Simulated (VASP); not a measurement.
# Ir (C2/m) in VASP: single point with LDA

Aim: the single point of Ir with LDA.

Everything below comes from runs of VASP 6.6.1. Logs are shortened: lines on timing, memory, paths and dates and some standing lists are left out, and cuts for length are marked.

### Step 1. The cell of the first run

It takes space group C2/m (No. 12, monoclinic). The conventional cell has a = 3.811 Å, b = 3.811 Å, c = 3.811 Å, α = 90.00°, β = 90.00°, γ = 90.00°. Within 3.3 Å of Ir (site symmetry m) lie 12 Ir at 2.53 to 2.86 Å.

### Step 2. Single point, LDA (atoms displaced along several vibrational modes)

Input file INCAR:

```
  ALGO = Fast
  EDIFF = 1E-6
  ENCUT = 520
  ISIF = 2
  ISMEAR = 0
  LASPH = T
  LCHARG = F
  LREAL = F
  LWAVE = F
  NBANDS = 16
  NELM = 80
  PREC = Accurate
  SIGMA = 0.15
```

Input file KPOINTS:

```
k-points
0
Gamma
  16 16 12
```

Input file POSCAR:

```
Ir
1.0
    0.0000000000     -1.9054060557     -1.9054060557
    0.0000000000      1.9054060557     -1.9054060557
    3.8108121114      0.0000000000      0.0000000000
Ir
2
Direct
    0.5201531846      0.4798468154      0.4887687982
   -0.0201531846      0.0201531846      0.0112312018
```

Potentials or basis: VASP PAW LDA potentials, release 64 (Ir).

The run is started by

```console
$ cat potpaw_LDA.64/Ir/POTCAR > POTCAR
$ mpirun -np 1 vasp_std > vasp.out
```

OUTCAR:

```text
EDIFF = 1E-6
   ENCUT = 520
   ISIF = 2
   ISMEAR = 0
   LASPH = T
   LREAL = F
   NELM = 80
   PREC = Accurate

 ion  position               nearest neighbor table
   1  0.520  0.480  0.489-   2 2.53   2 2.64   2 2.64   2 2.65   2 2.75   2 2.76   2 2.76   2 2.86

   2  0.980  0.020  0.011-   1 2.53   1 2.64   1 2.64   1 2.65   1 2.75   1 2.76   1 2.76   1 2.86

  LATTYP: Found a simple tetragonal cell.
 ALAT       =     2.6946510858
 C/A-ratio  =     1.4142135624

  Lattice vectors:

 A1 = (   0.0000000000,  -1.9054060557,  -1.9054060557)
 A2 = (   0.0000000000,   1.9054060557,  -1.9054060557)
 A3 = (   3.8108121114,   0.0000000000,   0.0000000000)

Analysis of symmetry for initial positions (statically):
=====================================================================
 Subroutine PRICEL returns:
 Original cell was already a primitive cell.

 Routine SETGRP: Setting up the symmetry group for a
 simple tetragonal supercell.

 Subroutine GETGRP returns: Found  4 space group operations
 (whereof  2 operations were pure point group operations)
 out of a pool of 16 trial point group operations.

The static configuration has the point symmetry C_1h.
 The point group associated with its full space group is C_2h.

Analysis of symmetry for dynamics (positions and initial velocities):
=====================================================================
 Subroutine PRICEL returns:
 Original cell was already a primitive cell.

 Routine SETGRP: Setting up the symmetry group for a
 simple tetragonal supercell.

 Subroutine GETGRP returns: Found  4 space group operations
 (whereof  2 operations were pure point group operations)
 out of a pool of 16 trial point group operations.

The dynamic configuration has the point symmetry C_1h.
 The point group associated with its full space group is C_2h.

 Subroutine INISYM returns: Found  4 space group operations
 (whereof  2 operations are pure point group operations),
 and found     1 'primitive' translations

----------------------------------------------------------------------------------------

                                     Primitive cell

  volume of cell :      27.6709

  direct lattice vectors                    reciprocal lattice vectors
     0.000000000 -1.905406056 -1.905406056     0.000000000 -0.262411258 -0.262411258
     0.000000000  1.905406056 -1.905406056     0.000000000  0.262411258 -0.262411258
     3.810812111  0.000000000  0.000000000     0.262411258  0.000000000  0.000000000

[... 83 lines left out ...]
   EDIFF  = 0.1E-05   stopping-criterion for ELM
   LREAL  =      F    real-space projection
   EDIFFG = 0.1E-04   stopping-criterion for IOM
   NSW    =      0    number of steps for IOM
   IBRION =     -1    ionic relax: 0-MD 1-quasi-New 2-CG
   NFREE  =      0    steps in history (QN), initial steepest desc. (CG)
   ISIF   =      2    stress and relaxation
   ISYM   =      2    0-nonsym 1-usesym 2-fastsym
   POTIM  = 0.5000    time-step for ionic-motion
   TEBEG  =    0.0;   TEEND  =   0.0 temperature during run
   PSTRESS=    0.0 pullay stress
   NELECT =      18.0000    total number of electrons
   NUPDOWN=      -1.0000    fix difference up-down
   EMIN   =  10.00;   EMAX   =-10.00  energy-range for DOS
   EFERMI =   0.00;   METHOD = LEGACY
   ISMEAR =     0;   SIGMA  =   0.15  broadening in eV -4-tet -1-fermi 0-gaus
   EFERMI_NEDOS =   21; number of points for ismear=-14 and -15
   IALGO  =     68    algorithm
   IMIX   =      4    mixing-type and parameters
     AMIX     =   0.40;   BMIX     =  1.00
     AMIX_MAG =   1.60;   BMIX_MAG =  1.00
  volume/ion in A,a.u.               =      13.84        93.37
  Fermi-wavevector in a.u.,A,eV,Ry     =   1.418485  2.680548 27.376284  2.012100
  Thomas-Fermi vector in A             =   2.539606
   LORBIT       =      0    0 simple, 1 ext, 2 COOP (PROOUT), +10 PAW based schemes
   GGA     = CA    functional components
   LHFCALC =     F    Hartree Fock is set to
   AEXX    =    0.0000 exact exchange contribution
   IVDW    =     0    specifies the selected vdW correction
   LEPSILON=     F    determine dielectric tensor
   LRPA    =     F    only Hartree local field effects (RPA)
 non-spin polarized calculation
 RMM-DIIS sequential band-by-band and
 Gauss-broadening in eV      SIGMA  =   0.15
  energy-cutoff  :      520.00
  volume of cell :       27.67
 maximum number of plane-waves:       776
   NGX = 11   NGY = 11   NGZ = 15

 number of electron      18.0000002 magnetization

 Free energy of the ion-electron system (eV)
  ---------------------------------------------------
  ext. energy  EPLUGINS =         0.00000000
  ---------------------------------------------------
  free energy    TOTEN  =       -20.50105617 eV

  energy without entropy =      -20.47919134  energy(sigma->0) =      -20.49012376

 E-fermi :  10.7307     XC(G=0): -14.2592

 val. band max:       10.7288822648   @ k =  -0.0625   0.1250   0.1667
 cond. band min:      10.7308475750   @ k =   0.5000   0.1250   0.0833
 fundamental gap:      0.0019653102
 Fermi energy:        10.7306940454

 k-point     1 :       0.0000    0.0000    0.0000
  band No.  band energies     occupation
      1      -0.6322      2.00000
      2       2.5103      2.00000
      3       3.0878      2.00000
      4       6.5383      2.00000
      5       6.5751      2.00000
      6       6.7839      2.00000
[... 433 lines left out ...]
      3       5.1652      2.00000
      4       5.5029      2.00000
      5       5.5679      2.00000
      6       6.1664      2.00000
[... 8 lines left out ...]
     15      24.8752      0.00000
     16      26.2800      0.00000

 [... further k-points ...]

------------------------ aborting loop because EDIFF is reached ----------------------------------------

  FORCE on cell =-STRESS in cart. coord.  units (eV):
  Direction    XX          YY          ZZ          XY          YZ          ZX
  --------------------------------------------------------------------------------------
  -------------------------------------------------------------------------------------
  Total        1.5715604      1.4998955      0.5225123      0.8440895      0.0000000      0.0000000
  in kB       90.9953153     86.8458299     30.2541169     48.8738425      0.0000000      0.0000000
  external PRESSURE =      69.3650874 kB  Pullay stress =       0.0000000 kB

 VOLUME and BASIS-vectors are now :
 -----------------------------------------------------------------------------
  energy-cutoff  :      520.00
  volume of cell :       27.67
      direct lattice vectors                 reciprocal lattice vectors
     0.000000000 -1.905406056 -1.905406056     0.000000000 -0.262411258 -0.262411258
     0.000000000  1.905406056 -1.905406056     0.000000000  0.262411258 -0.262411258
     3.810812111  0.000000000  0.000000000     0.262411258  0.000000000  0.000000000

 POSITION                                       TOTAL-FORCE (eV/Angst)
 -----------------------------------------------------------------------------------
      1.86261     -0.07680     -1.90541         1.293938      1.333795      0.000000
      0.04280     -1.82861     -1.90541        -1.293938     -1.333795      0.000000
 -----------------------------------------------------------------------------------
    total drift:                               -0.000000     -0.000000      0.000000

  FREE ENERGIE OF THE ION-ELECTRON SYSTEM (eV)
  ---------------------------------------------------
  free  energy   TOTEN  =       -20.5010561734 eV

  energy  without entropy=      -20.4791913418  energy(sigma->0) =      -20.49012376
```

stdout:

```text
POSCAR found type information on POSCAR Ir
 POSCAR found :  1 types and       2 ions
 scaLAPACK will be used
 LDA part: xc-table for (Slater(with rela. corr.)+CA(PZ))
 , standard interpolation
 POSCAR, INCAR and KPOINTS ok, starting setup
 FFT: planning ... GRIDC
 FFT: planning ... GRID_SOFT
 FFT: planning ... GRID
 WAVECAR not read
 entering main loop
```

Wall time 3.4 min (1 thread of Intel Xeon Platinum 8488C (Sapphire Rapids), shared host); peak memory 0.4 GiB.

What came out:

```
Free energy            : -20.5011 eV
Pressure               : 6.9 GPa
Largest force          : 1.858 eV/Å
Band gap on the k mesh : zero (bands 9 and 10 overlap by 3.08 eV)
```

Forces in eV/Å, atoms in the order of the input:
```
Ir   1.294  1.334  0.000
Ir  -1.294 -1.334  0.000
```

Levels at points of the mesh, in eV from the Fermi level:
```csv
k point,band 6,band 7,band 8,band 9,band 10,band 11,band 12,band 13
"(0.00, 0.00, 0.00)",-3.95,-1.41,-1.20,0.84,1.29,1.53,1.84,10.70
"(0.50, 0.00, 0.00)",-4.43,-2.63,-2.59,-1.68,-0.77,2.59,3.31,10.99
"(0.50, 0.50, 0.00)",0.86,1.32,1.44,1.47,1.55,1.74,2.38,10.44
"(0.00, 0.00, 0.50)",-3.05,-2.14,-2.03,-1.66,-1.58,-0.40,0.09,16.65
"(0.50, 0.00, 0.50)",-4.05,-0.89,-0.78,0.78,0.80,0.91,1.10,7.30
"(0.50, 0.50, 0.50)",-4.75,-1.75,-1.71,1.49,1.52,7.73,8.10,8.76
```

Caveat: the cell differs from its parent crystal (atoms displaced along several vibrational modes); the stress differs along the axes, from 3 to 9 GPa; spin-orbit coupling is left out, which moves the levels of the heavy elements; forces of over 1 eV/Å act on the atoms, so gaps and moduli don't describe the material at rest.
